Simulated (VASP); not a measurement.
Set up this calculation in VASP 6.6.1, as the native input.

```
Task                    : single point
Functional              : BLYP
Potentials or basis     : VASP PAW PBE potentials, release 64 (Na_pv, F)
Cutoff                  : 520 eV
k mesh                  : 6 × 6 × 6
Occupations             : fermi-dirac, width 0.05 eV
Spin                    : no spin polarisation
Dipole correction       : no
k mesh for the DOS      : 9 × 9 × 9
Occupations for the DOS : tetrahedron
Further INCAR settings  : ALGO = Normal; EDIFF = 1e-07; NBANDS = 14
```

The system is NaF.

```
Na F
1.0
     0.00000    2.32000    2.32000
     2.32000    0.00000    2.32000
     2.32000    2.32000    0.00000
Na F
1 1
Direct
  0.00000 0.00000 0.00000
  0.50000 0.50000 0.50000
```

The input as run:

POSCAR

```
NaF
1.0
    0.0000000000      2.3200000000      2.3200000000
    2.3200000000      0.0000000000      2.3200000000
    2.3200000000      2.3200000000      0.0000000000
Na F
1 1
Direct
    0.0000000000      0.0000000000      0.0000000000
    0.5000000000      0.5000000000      0.5000000000
```

INCAR.step1

```
SYSTEM = NaF
PREC = Accurate
ENCUT = 520
EDIFF = 1E-7
ISMEAR = -1
SIGMA = 0.05
LREAL = .FALSE.
LASPH = .TRUE.
NELM = 60
ALGO = Normal
ISIF = 2
LWAVE = .FALSE.
LCHARG = .TRUE.
GGA = B5
ALDAX = 1.0
AGGAX = 1.0
AGGAC = 1.0
ALDAC = 0.0
NBANDS = 14
```

KPOINTS.step1

```
Automatic mesh
0
G
  6 6 6
  0 0 0
```

INCAR.step2

```
SYSTEM = NaF
PREC = Accurate
ENCUT = 520
EDIFF = 1E-7
ISMEAR = -5
SIGMA = 0.05
LREAL = .FALSE.
LASPH = .TRUE.
NELM = 60
ALGO = Normal
ISIF = 2
LWAVE = .FALSE.
LCHARG = .FALSE.
GGA = B5
ALDAX = 1.0
AGGAX = 1.0
AGGAC = 1.0
ALDAC = 0.0
LORBIT = 11
NBANDS = 14
NEDOS = 1001
ICHARG = 11
```

KPOINTS.step2

```
Automatic mesh
0
G
  9 9 9
  0 0 0
```

Potentials or basis: VASP PAW PBE potentials, release 64 (Na_pv, F).

Command:

```console
$ cat potpaw_PBE.64/Na_pv/POTCAR potpaw_PBE.64/F/POTCAR > POTCAR
$ cp INCAR.step1 INCAR
$ cp KPOINTS.step1 KPOINTS
$ mpirun -np 1 vasp_std > vasp.out
$ cp INCAR.step2 INCAR
$ cp KPOINTS.step2 KPOINTS
$ mpirun -np 1 vasp_std > vasp.out
```

Results of the run:

- Valence electrons inside the program's atomic spheres: Na 6.04; F 6.10

It took 16 s on 1 thread of AMD EPYC 7R13 Processor (Zen 3), with other jobs on the host, peak memory 0.1 GiB.
